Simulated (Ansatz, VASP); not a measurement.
TiAl: VASP beside Ansatz

Contents of INCAR:

```
PREC = Accurate
ENCUT = 520
EDIFF = 1E-6
ISMEAR = 0
SIGMA = 0.15
LREAL = F
LASPH = T
NELM = 80
ALGO = Fast
ISIF = 2
LWAVE = F
LCHARG = T
LELF = T
LVHAR = T
NBANDS = 14
```

The input KPOINTS:

```
regular mesh
0
Gamma
  16 16 16
```

File POSCAR:

```
TiAl
1.0
    3.1790640000      0.0357644700      0.0000000000
    0.0357644700      3.1790640000      0.0000000000
    0.0000000000      0.0000000000      3.1790640000
Ti Al
1 1
Direct
    0.0000000000      0.0000000000      0.0000000000
    0.5000000000      0.5000000000      0.5000000000
```

Input for Ansatz:

```yaml
crystal:
  lattice:
    - [3.179064, 0.03576447, 0.0]
    - [0.03576447, 3.179064, 0.0]
    - [0.0, 0.0, 3.179064]
  atoms:
    - { symbol: Ti, position: [0.0, 0.0, 0.0] }
    - { symbol: Al, position: [0.5, 0.5, 0.5] }
basis:
  ecutwfc: 420
kpoints:
  mp_grid: { grid: [16, 16, 16] }
hamiltonian:
  xc: lda
scf:
  occupations: { method: gaussian, width: 0.15 }
output:
  forces: true
  stress: true
  eigenvalues: true
```

Change from the starting cell: strain +0.0225 x Voigt [0, 0, 0, 0, 0, 1], atoms carried along.

Alike in both runs: task single point; functional LDA; k mesh 16 × 16 × 16; occupations gaussian, width 0.15 eV; no spin polarisation.

|  | VASP | Ansatz |
| --- | --- | --- |
| version | VASP 6.6.1 | Ansatz 0.2.0 |
| potentials or method | VASP PAW LDA potentials, release 64 (Ti_sv, Al), cutoff 520 eV | scalar-relativistic, plane waves, PAW |
| valence electrons in the cell | 15 | 15 |

|  | VASP | Ansatz | Ansatz less VASP |
| --- | --- | --- | --- |
| gap on the k mesh at the Fermi level (eV) | none | none | - |
| pressure (GPa) | -5.6 | -5.8 | -0.12 |
| traceless stress, the component that is largest in VASP (GPa) | -1.41 | -1.40 | +0.005 |

LDA's correlation is that of Perdew and Zunger in VASP and of Perdew and Wang (1992) in Ansatz. A gap of «none» marks a metal or a gap that the smearing closes.
